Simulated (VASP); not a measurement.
# KBr (Fm-3m) in VASP: a series of runs

Runs on KBr. Level: PBE. Tasks: single point.

All numbers are computed with VASP 6.6.1; they aren't measurements. Logs are shortened: lines on timing, memory, paths and dates and some standing lists are left out, and cuts for length are marked.

### Step 1. The cell of the first run

The structure is cubic, space group Fm-3m (No. 225). The conventional cell has a = 6.387 Å, b = 6.387 Å, c = 6.387 Å, α = 90.00°, β = 90.00°, γ = 90.00°. Within 4.2 Å of K (site symmetry m-3m) lie 6 Br at 3.19 Å. Within 4.2 Å of Br (site symmetry m-3m) lie 6 K at 3.19 Å.

### Step 2. Single point, PBE

INCAR reads:

```
PREC = Accurate
ENCUT = 500
EDIFF = 1E-6
ISMEAR = 0
SIGMA = 0.01
LREAL = False
LASPH = True
NELM = 120
ALGO = Normal
ISIF = 2
LWAVE = False
LCHARG = False
GGA = PE
NBANDS = 15
GGA_COMPAT = False
```

KPOINTS reads:

```
regular mesh
0
Gamma
  4 4 4
```

POSCAR reads:

```
KBr
1.0
    0.0000000000      3.1934507100      3.1934507100
    3.1934507100      0.0000000000      3.1934507100
    3.1934507100      3.1934507100      0.0000000000
K Br
1 1
Direct
    0.0000000000      0.0000000000      0.0000000000
    0.5000000000      0.5000000000      0.5000000000
```

Potentials or basis: VASP PAW PBE potentials, release 64 (K_sv, Br).

Started as:

```
> cat potpaw_PBE.64/K_sv/POTCAR potpaw_PBE.64/Br/POTCAR > POTCAR
> mpirun -np 1 vasp_std > vasp.out
```

OUTCAR:

```text
PREC = Accurate
   ENCUT = 500
   EDIFF = 1E-6
   ISMEAR = 0
   LREAL = False
   LASPH = True
   NELM = 120
   ISIF = 2
   GGA = PE

 ion  position               nearest neighbor table
   1  0.000  0.000  0.000-   2 3.19   2 3.19   2 3.19   2 3.19   2 3.19   2 3.19
   2  0.500  0.500  0.500-   1 3.19   1 3.19   1 3.19   1 3.19   1 3.19   1 3.19

  LATTYP: Found a face centered cubic cell.
 ALAT       =     6.3869014200

  Lattice vectors:

 A1 = (   0.0000000000,   3.1934507100,   3.1934507100)
 A2 = (   3.1934507100,   0.0000000000,   3.1934507100)
 A3 = (   3.1934507100,   3.1934507100,   0.0000000000)

Analysis of symmetry for initial positions (statically):
=====================================================================
 Subroutine PRICEL returns:
 Original cell was already a primitive cell.

 Routine SETGRP: Setting up the symmetry group for a
 face centered cubic supercell.

 Subroutine GETGRP returns: Found 48 space group operations
 (whereof 48 operations were pure point group operations)
 out of a pool of 48 trial point group operations.

The static configuration has the point symmetry O_h .

Analysis of symmetry for dynamics (positions and initial velocities):
=====================================================================
 Subroutine PRICEL returns:
 Original cell was already a primitive cell.

 Routine SETGRP: Setting up the symmetry group for a
 face centered cubic supercell.

 Subroutine GETGRP returns: Found 48 space group operations
 (whereof 48 operations were pure point group operations)
 out of a pool of 48 trial point group operations.

The dynamic configuration has the point symmetry O_h .

 Subroutine INISYM returns: Found 48 space group operations
 (whereof 48 operations are pure point group operations),
 and found     1 'primitive' translations

----------------------------------------------------------------------------------------

                                     Primitive cell

  volume of cell :      65.1344

  direct lattice vectors                    reciprocal lattice vectors
     0.000000000  3.193450710  3.193450710    -0.156570445  0.156570445  0.156570445
     3.193450710  0.000000000  3.193450710     0.156570445 -0.156570445  0.156570445
     3.193450710  3.193450710  0.000000000     0.156570445  0.156570445 -0.156570445

  length of vectors
     4.516221305  4.516221305  4.516221305     0.271187966  0.271187966  0.271187966

  position of ions in fractional coordinates (direct lattice)
     0.000000000  0.000000000  0.000000000
     0.500000000  0.500000000  0.500000000

  ion indices of the primitive-cell ions
   primitive index   ion index
                 1           1
                 2           2

----------------------------------------------------------------------------------------

 KPOINTS: regular mesh

Automatic generation of k-mesh.
 Grid dimensions read from file:
 generate k-points for:    4    4    4

 Generating k-lattice:

  Cartesian coordinates                     Fractional coordinates (reciprocal lattice)
    -0.039142611  0.039142611  0.039142611     0.250000000  0.000000000  0.000000000
     0.039142611 -0.039142611  0.039142611     0.000000000  0.250000000  0.000000000
     0.039142611  0.039142611 -0.039142611     0.000000000  0.000000000  0.250000000

  Length of vectors
     0.067796992  0.067796992  0.067796992

  Shift w.r.t. Gamma in fractional coordinates (k-lattice)
     0.000000000  0.000000000  0.000000000

 Subroutine IBZKPT returns following result:
 ===========================================

 Found      8 irreducible k-points:

 Following reciprocal coordinates:
            Coordinates               Weight
  0.000000  0.000000  0.000000      1.000000
  0.250000  0.000000  0.000000      8.000000
  0.500000  0.000000  0.000000      4.000000
  0.250000  0.250000  0.000000      6.000000
  0.500000  0.250000  0.000000     24.000000
 -0.250000  0.250000  0.000000     12.000000
  0.500000  0.500000  0.000000      3.000000
 -0.250000  0.500000  0.250000      6.000000
   k-points           NKPTS =      8   k-points in BZ     NKDIM =      8   number of bands    NBANDS=     15
   number of dos      NEDOS =    301   number of ions     NIONS =      2
   total plane-waves  NPLWV =  46656
   dimension x,y,z NGX =    36 NGY =   36 NGZ =   36
   dimension x,y,z NGXF=    72 NGYF=   72 NGZF=   72
   ions per type =               1   1
   NGX,Y,Z   is equivalent  to a cutoff of  13.25, 13.25, 13.25 a.u.
   NGXF,Y,Z  is equivalent  to a cutoff of  26.50, 26.50, 26.50 a.u.
 SYSTEM =  unknown system
   PREC   = accura    normal or accurate (medium, high low for compatibility)
   ISTART =      0    job   : 0-new  1-cont  2-samecut
   ICHARG =      2    charge: 1-file 2-atom 10-const
   ISPIN  =      1    spin polarized calculation?
   LNONCOLLINEAR =      F non collinear calculations
   LSORBIT =      F    spin-orbit coupling
   LASPH  =      T    aspherical Exc in radial PAW
   ENCUT  =  500.0 eV  36.75 Ry    6.06 a.u.   8.23  8.23  8.23*2*pi/ulx,y,z
   NELM   =    120;   NELMIN=  2; NELMDL= -5     # of ELM steps
   EDIFF  = 0.1E-05   stopping-criterion for ELM
   LREAL  =      F    real-space projection
   EDIFFG = 0.1E-04   stopping-criterion for IOM
   NSW    =      0    number of steps for IOM
   IBRION =     -1    ionic relax: 0-MD 1-quasi-New 2-CG
   NFREE  =      0    steps in history (QN), initial steepest desc. (CG)
   ISIF   =      2    stress and relaxation
   ISYM   =      2    0-nonsym 1-usesym 2-fastsym
   POTIM  = 0.5000    time-step for ionic-motion
   TEBEG  =    0.0;   TEEND  =   0.0 temperature during run
   PSTRESS=    0.0 pullay stress
   NELECT =      16.0000    total number of electrons
   NUPDOWN=      -1.0000    fix difference up-down
   EMIN   =  10.00;   EMAX   =-10.00  energy-range for DOS
   EFERMI =   0.00;   METHOD = LEGACY
   ISMEAR =     0;   SIGMA  =   0.01  broadening in eV -4-tet -1-fermi 0-gaus
   EFERMI_NEDOS =   21; number of points for ismear=-14 and -15
   IALGO  =     38    algorithm
   IMIX   =      4    mixing-type and parameters
     AMIX     =   0.40;   BMIX     =  1.00
     AMIX_MAG =   1.60;   BMIX_MAG =  1.00
  volume/ion in A,a.u.               =      32.57       219.77
  Fermi-wavevector in a.u.,A,eV,Ry     =   1.025285  1.937508 14.302572  1.051209
  Thomas-Fermi vector in A             =   2.159117
   LORBIT       =      0    0 simple, 1 ext, 2 COOP (PROOUT), +10 PAW based schemes
   GGA     = PE    functional components
   LHFCALC =     F    Hartree Fock is set to
   AEXX    =    0.0000 exact exchange contribution
   IVDW    =     0    specifies the selected vdW correction
   LEPSILON=     F    determine dielectric tensor
   LRPA    =     F    only Hartree local field effects (RPA)
 non-spin polarized calculation
 Gauss-broadening in eV      SIGMA  =   0.01
  energy-cutoff  :      500.00
  volume of cell :       65.13
 maximum number of plane-waves:      1676
 NGX is ok and might be reduce to    36
   NGX = 17   NGY = 17   NGZ = 17

 number of electron      16.0000001 magnetization

 Free energy of the ion-electron system (eV)
  ---------------------------------------------------
  ext. energy  EPLUGINS =         0.00000000
  ---------------------------------------------------
  free energy    TOTEN  =        -6.14156404 eV

  energy without entropy =       -6.14156404  energy(sigma->0) =       -6.14156404

 E-fermi :  -1.2589     XC(G=0):  -7.7726

 val. band max:       -1.3172628654   @ k =   0.0000   0.0000   0.0000
 cond. band min:       3.3970707504   @ k =   0.0000   0.0000   0.0000
 fundamental gap:      4.7143336158
 Fermi energy:        -1.2588536695

 k-point     1 :       0.0000    0.0000    0.0000
  band No.  band energies     occupation
      1     -28.9046      2.00000
      2     -13.7425      2.00000
      3     -12.3900      2.00000
      4     -12.3900      2.00000
      5     -12.3900      2.00000
      6      -1.3173      2.00000
      7      -1.3173      2.00000
      8      -1.3173      2.00000
      9       3.3971      0.00000
     10       6.2869      0.00000
     11       6.2869      0.00000
     12       6.2869      0.00000
     13       7.1750      0.00000
     14       7.1750      0.00000
     15      10.5267      0.00000

 k-point     2 :       0.2500    0.0000    0.0000
  band No.  band energies     occupation
      1     -28.8998      2.00000
      2     -13.8583      2.00000
      3     -12.3934      2.00000
      4     -12.3934      2.00000
      5     -12.2259      2.00000
      6      -2.1104      2.00000
      7      -1.5393      2.00000
      8      -1.5393      2.00000
      9       4.7197      0.00000
     10       6.2722      0.00000
     11       7.0623      0.00000
     12       7.0623      0.00000
     13       8.0825      0.00000
     14       8.0825      0.00000
     15      11.4443      0.00000

 k-point     3 :       0.5000    0.0000    0.0000
  band No.  band energies     occupation
      1     -28.8950      2.00000
      2     -13.9553      2.00000
      3     -12.3969      2.00000
      4     -12.3969      2.00000
      5     -12.0785      2.00000
      6      -2.7052      2.00000
      7      -1.7406      2.00000
      8      -1.7406      2.00000
      9       5.4796      0.00000
     10       7.2717      0.00000
     11       8.7010      0.00000
     12       8.7010      0.00000
     13       9.0690      0.00000
     14       9.0690      0.00000
     15      10.3228      0.00000
[... 55 lines left out ...]
 k-point     7 :       0.5000    0.5000    0.0000
  band No.  band energies     occupation
      1     -28.8922      2.00000
      2     -13.6149      2.00000
      3     -12.5262      2.00000
      4     -12.4436      2.00000
      5     -12.4436      2.00000
      6      -2.2342      2.00000
      7      -1.6374      2.00000
      8      -1.6374      2.00000
      9       4.4141      0.00000
     10       6.2533      0.00000
     11       8.2007      0.00000
     12       8.7179      0.00000
     13       8.7546      0.00000
     14       9.7746      0.00000
     15       9.7746      0.00000

 k-point     8 :      -0.2500    0.5000    0.2500
  band No.  band energies     occupation
      1     -28.8921      2.00000
      2     -13.7331      2.00000
      3     -12.4847      2.00000
      4     -12.4847      2.00000
      5     -12.2698      2.00000
      6      -1.9866      2.00000
      7      -1.9866      2.00000
      8      -1.9659      2.00000
      9       6.1628      0.00000
     10       6.1628      0.00000
     11       7.3144      0.00000
     12       8.0939      0.00000
     13       9.8038      0.00000
     14       9.8181      0.00000
     15      10.2320      0.00000

------------------------ aborting loop because EDIFF is reached ----------------------------------------

  FORCE on cell =-STRESS in cart. coord.  units (eV):
  Direction    XX          YY          ZZ          XY          YZ          ZX
  --------------------------------------------------------------------------------------
  -------------------------------------------------------------------------------------
  Total        1.1650218      1.1650218      1.1650218     -0.0000000     -0.0000000      0.0000000
  in kB       28.6572164     28.6572164     28.6572164     -0.0000000     -0.0000000      0.0000000
  external PRESSURE =      28.6572164 kB  Pullay stress =       0.0000000 kB

 VOLUME and BASIS-vectors are now :
 -----------------------------------------------------------------------------
  energy-cutoff  :      500.00
  volume of cell :       65.13
      direct lattice vectors                 reciprocal lattice vectors
     0.000000000  3.193450710  3.193450710    -0.156570445  0.156570445  0.156570445
     3.193450710  0.000000000  3.193450710     0.156570445 -0.156570445  0.156570445
     3.193450710  3.193450710  0.000000000     0.156570445  0.156570445 -0.156570445

 POSITION                                       TOTAL-FORCE (eV/Angst)
 -----------------------------------------------------------------------------------
      0.00000      0.00000      0.00000         0.000000     -0.000000      0.000000
      3.19345      3.19345      3.19345        -0.000000      0.000000     -0.000000
 -----------------------------------------------------------------------------------
    total drift:                                0.000000      0.000000      0.000000

  FREE ENERGIE OF THE ION-ELECTRON SYSTEM (eV)
  ---------------------------------------------------
  free  energy   TOTEN  =        -6.1415640375 eV

  energy  without entropy=       -6.1415640375  energy(sigma->0) =       -6.14156404
```

It took 20 s on 1 thread of AMD EPYC 7R13, shared host; peak memory 0.17 GiB.

Results:

```
Free energy            : -6.1416 eV
Pressure               : 2.9 GPa
Band gap on the k mesh : 4.71 eV, direct
```

Caveat: the k points lie up to 0.43 Å⁻¹ apart.

(Continued in part 2 of 2.)
